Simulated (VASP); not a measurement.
# KBr: single point with HSE06

KBr:

```
CELL_PARAMETERS angstrom
3.97632 0.03241 0.00000
0.03241 3.97632 0.00000
0.00000 0.00000 3.97632
ATOMIC_POSITIONS crystal
K 0.00000 0.00000 0.00000
Br 0.50000 0.50000 0.50000
```

This cell differs from its parent crystal: shear xy strain +1.6%.

| Property | Result |
| --- | --- |
| Program | VASP 6.6.1 |
| Task | single point |
| Functional | HSE06 |
| Potentials or basis | VASP PAW PBE potentials, release 64 (K_sv, Br) |
| Cutoff | 520 eV |
| k mesh | 4 × 4 × 4 |
| Occupations | gaussian, width 0.01 eV |
| Spin | no spin polarisation |
| Dipole correction | no |
| Grid for exact exchange (PRECFOCK) | Normal |
| Further INCAR settings | ALGO = Normal; EDIFF = 1e-06; NBANDS = 15 |
| Screening parameter | 0.2079 1/Å |

| Quantity | Value |
| --- | --- |
| Pressure | 0.5 GPa |
| Band gap on the k mesh | 5.19 eV, indirect (least direct gap 5.48 eV) |

Stress tensor (GPa, compression positive):
```
 0.52 -0.08  0.00
-0.08  0.52  0.00
 0.00  0.00  0.52
```

Levels at points of the mesh, in eV from the valence-band top:
| k point | band 5 | band 6 | band 7 | band 8 | band 9 | band 10 | band 11 | band 12 |
| --- | --- | --- | --- | --- | --- | --- | --- | --- |
| (0.00, 0.00, 0.00) | -12.91 | -0.31 | -0.30 | -0.29 | 5.19 | 7.04 | 7.05 | 11.39 |
| (0.50, 0.00, 0.00) | -12.70 | -2.22 | -0.27 | -0.27 | 7.89 | 8.61 | 9.30 | 10.14 |
| (0.50, 0.50, 0.00) | -12.87 | -1.62 | -1.58 | 0.00 | 6.42 | 7.87 | 9.53 | 9.55 |
| (0.00, 0.00, 0.50) | -12.70 | -2.22 | -0.30 | -0.24 | 7.89 | 8.61 | 9.30 | 10.14 |
| (0.50, 0.00, 0.50) | -12.87 | -1.60 | -1.60 | 0.00 | 6.42 | 7.87 | 9.54 | 9.54 |
| (0.50, 0.50, 0.50) | -13.03 | -1.66 | -1.65 | -1.64 | 8.63 | 8.71 | 8.78 | 11.17 |

Run time: 11 min on 1 thread of Intel(R) Xeon(R) Platinum 8259CL CPU @ 2.50GHz (Skylake/Cascade Lake), with other jobs on the host, peak memory 0.29 GiB.

Caveat: the cell differs from its parent crystal (shear xy strain +1.6%); the PAW data sets were made with another functional, which shifts forces and pressure a little. A k mesh can miss the band edges.
